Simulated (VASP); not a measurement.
# NaB (Fm-3m) in VASP: notebook, part 2 of 2

VASP 6.6.1. The steps go on from the part before.

## 3. Relaxation of cell and atoms, PBEsol

File INCAR:

```
ALGO     = Normal         # electronic algorithm
EDIFF    = 1E-7           # SCF threshold, eV
EDIFFG   = -0.01          # ionic threshold
ENCUT    = 600            # plane-wave cutoff, eV
GGA      = PS             # functional
IBRION   = 2              # ionic algorithm
ISIF     = 3              # what is computed and relaxed
ISMEAR   = -1             # smearing method
LASPH    = True           # aspherical terms in the spheres
LCHARG   = False          # write CHGCAR
LREAL    = False          # projectors in reciprocal space
LWAVE    = False          # write WAVECAR
NELM     = 60             # most SCF steps
NSW      = 80             # ionic steps
PREC     = Accurate       # precision mode
SIGMA    = 0.1            # smearing width, eV
```

File KPOINTS:

```
k-points
0
Gamma
  9 9 9
```

File POSCAR:

```
NaB
1.0
    0.0000000000      2.6838690000      2.6838690000
    2.6838690000      0.0000000000      2.6838690000
    2.6838690000      2.6838690000      0.0000000000
Na B
1 1
Direct
    0.0000000000      0.0000000000      0.0000000000
    0.5000000000      0.5000000000      0.5000000000
```

Potentials or basis: VASP PAW PBE potentials, release 64 (Na_pv, B).

Launch:

```sh
> cat potpaw_PBE.64/Na_pv/POTCAR potpaw_PBE.64/B/POTCAR > POTCAR
> mpirun -np 1 vasp_std > vasp.out
```

OUTCAR:

```text
EDIFF = 1E-7
   EDIFFG = -0.01
   ENCUT = 600
   GGA = PS
   IBRION = 2
   ISIF = 3
   ISMEAR = -1
   LASPH = True
   LREAL = False
   NELM = 60
   NSW = 80
   PREC = Accurate

 ion  position               nearest neighbor table
   1  0.000  0.000  0.000-
   2  0.500  0.500  0.500-

  LATTYP: Found a face centered cubic cell.
 ALAT       =     5.3677380000

  Lattice vectors:

 A1 = (   0.0000000000,   2.6838690000,   2.6838690000)
 A2 = (   2.6838690000,   0.0000000000,   2.6838690000)
 A3 = (   2.6838690000,   2.6838690000,   0.0000000000)

Analysis of symmetry for initial positions (statically):
=====================================================================
 Subroutine PRICEL returns:
 Original cell was already a primitive cell.

 Routine SETGRP: Setting up the symmetry group for a
 face centered cubic supercell.

 Subroutine GETGRP returns: Found 48 space group operations
 (whereof 48 operations were pure point group operations)
 out of a pool of 48 trial point group operations.

The static configuration has the point symmetry O_h .

Analysis of symmetry for dynamics (positions and initial velocities):
=====================================================================
 Subroutine PRICEL returns:
 Original cell was already a primitive cell.

 Routine SETGRP: Setting up the symmetry group for a
 face centered cubic supercell.

 Subroutine GETGRP returns: Found 48 space group operations
 (whereof 48 operations were pure point group operations)
 out of a pool of 48 trial point group operations.

The dynamic configuration has the point symmetry O_h .

 Subroutine INISYM returns: Found 48 space group operations
 (whereof 48 operations are pure point group operations),
 and found     1 'primitive' translations

----------------------------------------------------------------------------------------

                                     Primitive cell

  volume of cell :      38.6646

  direct lattice vectors                    reciprocal lattice vectors
     0.000000000  2.683869000  2.683869000    -0.186298214  0.186298214  0.186298214
     2.683869000  0.000000000  2.683869000     0.186298214 -0.186298214  0.186298214
     2.683869000  2.683869000  0.000000000     0.186298214  0.186298214 -0.186298214

  length of vectors
     3.795563939  3.795563939  3.795563939     0.322677971  0.322677971  0.322677971

  position of ions in fractional coordinates (direct lattice)
     0.000000000  0.000000000  0.000000000
     0.500000000  0.500000000  0.500000000

  ion indices of the primitive-cell ions
   primitive index   ion index
                 1           1
                 2           2

----------------------------------------------------------------------------------------

 KPOINTS: k-points

Automatic generation of k-mesh.
 Grid dimensions read from file:
 generate k-points for:    9    9    9

 Generating k-lattice:

  Cartesian coordinates                     Fractional coordinates (reciprocal lattice)
    -0.020699802  0.020699802  0.020699802     0.111111111  0.000000000  0.000000000
     0.020699802 -0.020699802  0.020699802     0.000000000  0.111111111  0.000000000
     0.020699802  0.020699802 -0.020699802     0.000000000  0.000000000  0.111111111

  Length of vectors
     0.035853108  0.035853108  0.035853108

[... 43 lines left out ...]
 SYSTEM =  unknown system
   PREC   = accura    normal or accurate (medium, high low for compatibility)
   ISTART =      0    job   : 0-new  1-cont  2-samecut
   ICHARG =      2    charge: 1-file 2-atom 10-const
   ISPIN  =      1    spin polarized calculation?
   LNONCOLLINEAR =      F non collinear calculations
   LSORBIT =      F    spin-orbit coupling
   LASPH  =      T    aspherical Exc in radial PAW
   ENCUT  =  600.0 eV  44.10 Ry    6.64 a.u.   7.58  7.58  7.58*2*pi/ulx,y,z
   NELM   =     60;   NELMIN=  2; NELMDL= -5     # of ELM steps
   EDIFF  = 0.1E-06   stopping-criterion for ELM
   LREAL  =      F    real-space projection
   EDIFFG = -.1E-01   stopping-criterion for IOM
   NSW    =     80    number of steps for IOM
   IBRION =      2    ionic relax: 0-MD 1-quasi-New 2-CG
   NFREE  =      1    steps in history (QN), initial steepest desc. (CG)
   ISIF   =      3    stress and relaxation
   ISYM   =      2    0-nonsym 1-usesym 2-fastsym
   POTIM  = 0.5000    time-step for ionic-motion
   TEBEG  =    0.0;   TEEND  =   0.0 temperature during run
   PSTRESS=    0.0 pullay stress
   NELECT =      10.0000    total number of electrons
   NUPDOWN=      -1.0000    fix difference up-down
   EMIN   =  10.00;   EMAX   =-10.00  energy-range for DOS
   EFERMI =   0.00;   METHOD = LEGACY
   ISMEAR =    -1;   SIGMA  =   0.10  broadening in eV -4-tet -1-fermi 0-gaus
   EFERMI_NEDOS =   21; number of points for ismear=-14 and -15
   IALGO  =     38    algorithm
   IMIX   =      4    mixing-type and parameters
     AMIX     =   0.40;   BMIX     =  1.00
     AMIX_MAG =   1.60;   BMIX_MAG =  1.00
  volume/ion in A,a.u.               =      19.33       130.46
  Fermi-wavevector in a.u.,A,eV,Ry     =   1.043046  1.971071 14.802394  1.087945
  Thomas-Fermi vector in A             =   2.177738
   LORBIT       =      0    0 simple, 1 ext, 2 COOP (PROOUT), +10 PAW based schemes
   GGA     = PS    functional components
   LHFCALC =     F    Hartree Fock is set to
   AEXX    =    0.0000 exact exchange contribution
   IVDW    =     0    specifies the selected vdW correction
   LEPSILON=     F    determine dielectric tensor
   LRPA    =     F    only Hartree local field effects (RPA)
 conjugate gradient relaxation of ions
 non-spin polarized calculation
  energy-cutoff  :      600.00
  volume of cell :       38.66
 maximum number of plane-waves:      1311
   NGX = 15   NGY = 15   NGZ = 15

--------------------------------------- Ionic step        1  -------------------------------------------

 number of electron      10.0000000 magnetization

 number of electron       9.9999996 magnetization

 Free energy of the ion-electron system (eV)
  ---------------------------------------------------
  ext. energy  EPLUGINS =         0.00000000
  ---------------------------------------------------
  free energy    TOTEN  =        -4.59236910 eV

  energy without entropy =       -4.55614668  energy(sigma->0) =       -4.57425789

------------------------ aborting loop because EDIFF is reached ----------------------------------------

  FORCE on cell =-STRESS in cart. coord.  units (eV):
  Direction    XX          YY          ZZ          XY          YZ          ZX
  --------------------------------------------------------------------------------------
  -------------------------------------------------------------------------------------
  Total       -0.2208928     -0.2208928     -0.2208928      0.0000000     -0.0000000      0.0000000
  in kB       -9.1533093     -9.1533093     -9.1533093      0.0000000     -0.0000000      0.0000000
  external PRESSURE =      -9.1533093 kB  Pullay stress =       0.0000000 kB
[... 59 lines left out ...]
--------------------------------------- Ionic step        3  -------------------------------------------

 number of electron      10.0000003 magnetization

 Free energy of the ion-electron system (eV)
  ---------------------------------------------------
  ext. energy  EPLUGINS =         0.00000000
  ---------------------------------------------------
  free energy    TOTEN  =        -4.59627894 eV

  energy without entropy =       -4.56127515  energy(sigma->0) =       -4.57877705

 E-fermi :   0.8350     XC(G=0):  -8.5393

 val. band max:        0.8074859493   @ k =  -0.4444   0.3333   0.0000
 cond. band min:       0.8455559900   @ k =   0.3333   0.2222   0.0000
 fundamental gap:      0.0380700407
 Fermi energy:         0.8350031695

 k-point     1 :       0.0000    0.0000    0.0000
  band No.  band energies     occupation
      1     -21.9855      2.00000
      2     -21.9855      2.00000
      3     -21.9855      2.00000
      4      -6.4087      2.00000
      5       3.3428      0.00000
      6       3.3428      0.00000
      7       3.3428      0.00000
      8       8.6221      0.00000
      9      11.1345      0.00000
[... 265 lines left out ...]
 k-point    24 :       0.4444    0.4444    0.0000
  band No.  band energies     occupation
      1     -22.0273      2.00000
      2     -22.0018      2.00000
      3     -22.0018      2.00000
      4      -3.9880      2.00000
      5      -0.5054      2.00000
      6       1.9087      0.00004
      7       1.9087      0.00004
      8       6.9083      0.00000
      9       8.0077      0.00000

 [... further k-points ...]

------------------------ aborting loop because EDIFF is reached ----------------------------------------

  FORCE on cell =-STRESS in cart. coord.  units (eV):
  Direction    XX          YY          ZZ          XY          YZ          ZX
  --------------------------------------------------------------------------------------
  -------------------------------------------------------------------------------------
  Total       -0.0066425     -0.0066425     -0.0066425      0.0000000     -0.0000000     -0.0000000
  in kB       -0.2847492     -0.2847492     -0.2847492      0.0000000     -0.0000000     -0.0000000
  external PRESSURE =      -0.2847492 kB  Pullay stress =       0.0000000 kB
[... 17 lines left out ...]
  FREE ENERGIE OF THE ION-ELECTRON SYSTEM (eV)
  ---------------------------------------------------
  free  energy   TOTEN  =        -4.5962789440 eV

  energy  without entropy=       -4.5612751486  energy(sigma->0) =       -4.57877705

 reached required accuracy - stopping structural energy minimisation
```

It took 46 s on 1 thread of Intel Xeon 8259CL, shared host; peak memory 0.17 GiB.

Results:

* Free energy: -4.5963 eV
* Relaxed volume: 18.69 Å³/atom
* Relaxed cell: a = 3.753 Å, b = 3.753 Å, c = 3.753 Å, α = 60.00°, β = 60.00°, γ = 60.00°
* Space group after relaxing (to 0.1 Å): Fm-3m (No. 225)
* Energy gained by relaxing: 2.0 meV/atom
* Ionic steps: 3
* Pressure after relaxing: 0.0 GPa
* Band gap on the k mesh: zero (bands 5 and 6 overlap by 3.16 eV)

Step by step:
```
step  energy change (eV)  largest force (eV/Å)  pressure (GPa)  volume (Å³)
   1              0.0000                0.0000           -0.92        38.66
   2             -0.0028                0.0000           -0.51        38.05
   3             -0.0039                0.0000           -0.03        37.37
```

Final structure:
```
Na B
1.0
     0.00000    2.65369    2.65369
     2.65369    0.00000    2.65369
     2.65369    2.65369    0.00000
Na B
1 1
Direct
  0.00000 0.00000 0.00000
  0.50000 0.50000 0.50000
```

Caveat: the PAW data sets were made with another functional, which shifts forces and pressure a little.

## 4. Relaxation of cell and atoms, LDA

File INCAR:

```
SYSTEM = NaB
PREC = Accurate
ENCUT = 600
EDIFF = 1E-6
ISMEAR = -1
SIGMA = 0.1
LREAL = .False.
LASPH = .True.
NELM = 60
ALGO = Normal
ISIF = 3
LWAVE = .False.
LCHARG = .False.
GGA = CA
IBRION = 2
NSW = 80
EDIFFG = -0.01
```

File KPOINTS:

```
regular mesh
0
Gamma
  9 9 9
  0 0 0
```

POSCAR is that of step 3.

Potentials or basis: VASP PAW LDA potentials, release 64 (Na_pv, B).

Launch:

```sh
> cat potpaw_LDA.64/Na_pv/POTCAR potpaw_LDA.64/B/POTCAR > POTCAR
> mpirun -np 1 vasp_std > vasp.out
```

Run time: 82 s. Hardware: 1 thread of Intel Xeon 8259CL, shared host; peak memory 0.15 GiB.

It converged, with:

```yaml
Free_energy: -5.0290 eV
Relaxed_volume: 17.62 Å³/atom
Relaxed_cell: a = 3.680 Å, b = 3.680 Å, c = 3.680 Å, α = 60.00°, β = 60.00°, γ = 60.00°
Space_group_after_relaxing_to_0.1_Å: Fm-3m (No. 225)
Energy_gained_by_relaxing: 14.3 meV/atom
Ionic_steps: 7
Pressure_after_relaxing: 0.0 GPa
Band_gap_on_the_k_mesh: zero (bands 5 and 6 overlap by 3.31 eV)
```

Step by step:
| step | energy change (eV) | largest force (eV/Å) | pressure (GPa) | volume (Å³) |
| --- | --- | --- | --- | --- |
| 1 | 0.0000 | 0.0000 | -2.47 | 38.66 |
| 2 | -0.0204 | 0.0000 | -1.30 | 37.02 |
| 3 | -0.0267 | 0.0000 | -0.64 | 36.10 |
| 4 | -0.0259 | 0.0000 | 1.13 | 34.30 |
| 5 | -0.0286 | 0.0000 | -0.25 | 35.42 |
| 6 | -0.0286 | 0.0000 | 0.21 | 35.07 |
| 7 | -0.0287 | 0.0000 | 0.00 | 35.23 |

Final structure:
```
CELL_PARAMETERS angstrom
0.00000 2.60193 2.60193
2.60193 0.00000 2.60193
2.60193 2.60193 0.00000
ATOMIC_POSITIONS crystal
Na 0.00000 0.00000 0.00000
B 0.50000 0.50000 0.50000
```

Levels at points of the mesh, in eV from the Fermi level:
| k point | band 2 | band 3 | band 4 | band 5 | band 6 | band 7 | band 8 | band 9 |
| --- | --- | --- | --- | --- | --- | --- | --- | --- |
| (0.00, 0.00, 0.00) | -22.91 | -22.91 | -7.35 | 2.61 | 2.61 | 2.61 | 8.44 | 10.55 |

## 5. Relaxation of cell and atoms, r2SCAN+rVV10

POSCAR is that of step 4.

File INCAR.step1:

```
  PREC = Accurate
  ENCUT = 600
  ISMEAR = -1
  SIGMA = 0.1
  LREAL = False
  LASPH = True
  NELM = 80
  GGA = PE
  ALGO = Normal
  EDIFF = 1E-4
  LWAVE = True
  LCHARG = False
```

File INCAR.step2:

```
  PREC = Accurate
  ENCUT = 600
  EDIFF = 1E-6
  ISMEAR = -1
  SIGMA = 0.1
  LREAL = False
  LASPH = True
  NELM = 80
  ALGO = Normal
  ISIF = 3
  LWAVE = False
  LCHARG = False
  METAGGA = R2SCAN
  LMIXTAU = True
  LUSE_VDW = True
  IVDW_NL = 2
  BPARAM = 11.95
  CPARAM = 0.0093
  IBRION = 2
  NSW = 80
  EDIFFG = -0.01
  ISTART = 1
```

File KPOINTS:

```
regular mesh
0
Gamma
  9 9 9
```

Potentials or basis: VASP PAW PBE potentials, release 64 (Na_pv, B).

Launch:

```sh
> cat potpaw_PBE.64/Na_pv/POTCAR potpaw_PBE.64/B/POTCAR > POTCAR
> cp INCAR.step1 INCAR
> mpirun -np 1 vasp_std > vasp.out
> cp INCAR.step2 INCAR
> mpirun -np 1 vasp_std > vasp.out
```

OUTCAR:

```text
PREC = Accurate
   ENCUT = 600
   EDIFF = 1E-6
   ISMEAR = -1
   LREAL = False
   LASPH = True
   NELM = 80
   ISIF = 3
   METAGGA = R2SCAN
   IVDW_NL = 2
   BPARAM = 11.95
   IBRION = 2
   NSW = 80
   EDIFFG = -0.01
   ISTART = 1

 ion  position               nearest neighbor table
   1  0.000  0.000  0.000-
   2  0.500  0.500  0.500-

  LATTYP: Found a face centered cubic cell.
 ALAT       =     5.3677380000

  Lattice vectors:

 A1 = (   0.0000000000,   2.6838690000,   2.6838690000)
 A2 = (   2.6838690000,   0.0000000000,   2.6838690000)
 A3 = (   2.6838690000,   2.6838690000,   0.0000000000)

Analysis of symmetry for initial positions (statically):
[... 296 lines left out ...]
 cond. band min:       0.8750753634   @ k =  -0.2222   0.3333   0.1111
 fundamental gap:      0.0381625880
 Fermi energy:         0.8414136539

 k-point     1 :       0.0000    0.0000    0.0000
  band No.  band energies     occupation
      1     -23.1998      2.00000
      2     -23.1994      2.00000
      3     -23.1994      2.00000
      4      -6.9139      2.00000
      5       3.4817      0.00000
      6       3.4817      0.00000
      7       3.4817      0.00000
      8       9.2843      0.00000
      9      11.6106      0.00000
[... 265 lines left out ...]
 k-point    24 :       0.4444    0.4444    0.0000
  band No.  band energies     occupation
      1     -23.2377      2.00000
      2     -23.2146      2.00000
      3     -23.2144      2.00000
      4      -4.4975      2.00000
      5      -0.5761      2.00000
      6       1.9654      0.00003
      7       1.9654      0.00003
      8       7.2634      0.00000
      9       8.7830      0.00000

 [... further k-points ...]

------------------------ aborting loop because EDIFF is reached ----------------------------------------

  FORCE on cell =-STRESS in cart. coord.  units (eV):
  Direction    XX          YY          ZZ          XY          YZ          ZX
  --------------------------------------------------------------------------------------
  -------------------------------------------------------------------------------------
  Total       -0.0171831     -0.0171831     -0.0171831     -0.0000000     -0.0000000      0.0000000
  in kB       -0.7294713     -0.7294713     -0.7294713     -0.0000000     -0.0000000      0.0000000
  external PRESSURE =      -0.7294713 kB  Pullay stress =       0.0000000 kB
[... 17 lines left out ...]
  FREE ENERGIE OF THE ION-ELECTRON SYSTEM (eV)
  ---------------------------------------------------
  free  energy   TOTEN  =        -6.8897083748 eV

  energy  without entropy=       -6.8558113814  energy(sigma->0) =       -6.87275988

 reached required accuracy - stopping structural energy minimisation
```

Run time: 7.7 min. Hardware: 1 thread of Intel Xeon 8259CL, shared host; peak memory 0.29 GiB.

What came out:

```yaml
Free_energy: -6.8897 eV
Relaxed_volume: 18.87 Å³/atom
Relaxed_cell: a = 3.765 Å, b = 3.765 Å, c = 3.765 Å, α = 60.00°, β = 60.00°, γ = 60.00°
Space_group_after_relaxing_to_0.1_Å: Fm-3m (No. 225)
Energy_gained_by_relaxing: 1.2 meV/atom
Ionic_steps: 4
Pressure_after_relaxing: -0.1 GPa
Band_gap_on_the_k_mesh: zero (bands 5 and 6 overlap by 3.33 eV)
```

Step by step:
| step | energy change (eV) | largest force (eV/Å) | pressure (GPa) | volume (Å³) |
| --- | --- | --- | --- | --- |
| 1 | 0.0000 | 0.0000 | -0.67 | 38.66 |
| 2 | -0.0017 | 0.0000 | -0.35 | 38.21 |
| 3 | -0.0020 | 0.0000 | -0.26 | 38.06 |
| 4 | -0.0024 | 0.0000 | -0.07 | 37.74 |

Final structure:
```
Na B
1.0
     0.00000    2.66230    2.66230
     2.66230    0.00000    2.66230
     2.66230    2.66230    0.00000
Na B
1 1
Direct
  0.00000 0.00000 0.00000
  0.50000 0.50000 0.50000
```

Caveat: the PAW data sets were made with another functional, which shifts forces and pressure a little.

## 6. Overview

| level | potentials or basis | gap on the mesh (eV) | pressure (GPa) | relaxed volume (Å³/atom) |
| --- | --- | --- | --- | --- |
| PBE+D4 | VASP PAW PBE potentials, release 64 (Na_pv, B) | none | 0.0 | 18.95 |
| PBEsol | VASP PAW PBE potentials, release 64 (Na_pv, B) | none | 0.0 | 18.69 |
| LDA | VASP PAW LDA potentials, release 64 (Na_pv, B) | none | 0.0 | 17.62 |
| r2SCAN+rVV10 | VASP PAW PBE potentials, release 64 (Na_pv, B) | none | -0.1 | 18.87 |

Alike in all rows: task relaxation of cell and atoms; no spin polarisation; cell relaxed; k mesh 9 × 9 × 9; cutoff (eV) 600; smearing fermi-dirac 0.1 eV.

Caveats: the PAW data sets were made with another functional, which shifts forces and pressure a little (at least some runs).

Absolute energies hang on the potentials; compare differences alone.
